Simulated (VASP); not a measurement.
Crystal: Pt.

```
Pt
1.0
     2.53322    0.00000    0.00000
     0.00000    2.53322    0.00000
     0.00000    0.00000    2.53322
Pt
1
Direct
  0.00000 0.00000 0.00000
```

- Program: VASP 6.6.1
- Task: relaxation of cell and atoms
- Functional: PBEsol
- Potentials or basis: VASP PAW PBE potentials, release 64 (Pt)
- Cutoff: 600 eV
- k mesh: 15 × 15 × 15
- Occupations: fermi-dirac, width 0.1 eV
- Spin: no spin polarisation

At the start: pressure 16.0 GPa; volume 16.26 Å³/atom.

**Question.** Where does the relaxation end?

**Answer.** Over 17 steps the energy falls by 48.8 meV/atom and the volume is 17.30 Å³/atom (+6.4 %); space group Pm-3m (No. 221, to 0.05 Å).

The path:
| step | energy change (eV) | largest force (eV/Å) | pressure (GPa) | volume (Å³) |
| --- | --- | --- | --- | --- |
| 1 | 0.0000 | 0.0000 | 16.02 | 16.26 |
| 2 | 0.2146 | 0.0000 | -22.83 | 20.39 |
| 3 | -0.0486 | 0.0000 | -0.89 | 17.37 |
| 4 | -0.0488 | 0.0000 | -0.11 | 17.31 |
| 5 | -0.0488 | 0.0000 | 0.16 | 17.29 |
| 6 | -0.0488 | 0.0000 | 0.17 | 17.29 |
| 7 | -0.0488 | 0.0000 | 0.17 | 17.29 |
| 8 | -0.0488 | 0.0000 | 0.15 | 17.29 |
| 9 | -0.0488 | 0.0000 | 0.15 | 17.29 |
| 10 | -0.0488 | 0.0000 | 0.15 | 17.29 |
| 11 | -0.0488 | 0.0000 | 0.14 | 17.29 |
| 12 | -0.0488 | 0.0000 | 0.14 | 17.29 |
| 13 | -0.0488 | 0.0000 | 0.14 | 17.29 |
| 14 | -0.0488 | 0.0000 | 0.14 | 17.29 |
| 15 | -0.0488 | 0.0000 | 0.14 | 17.29 |
| 16 | -0.0488 | 0.0000 | 0.08 | 17.29 |
| 17 | -0.0488 | 0.0000 | 0.01 | 17.30 |

Final structure:
```xyz
1
Lattice="2.5862 0.0000 0.0000 0.0000 2.5862 0.0000 0.0000 0.0000 2.5862" Properties=species:S:1:pos:R:3 pbc="T T T"
Pt    0.0000    0.0000    0.0000
```

Caveat: the PAW data sets were made with another functional, which shifts forces and pressure a little.
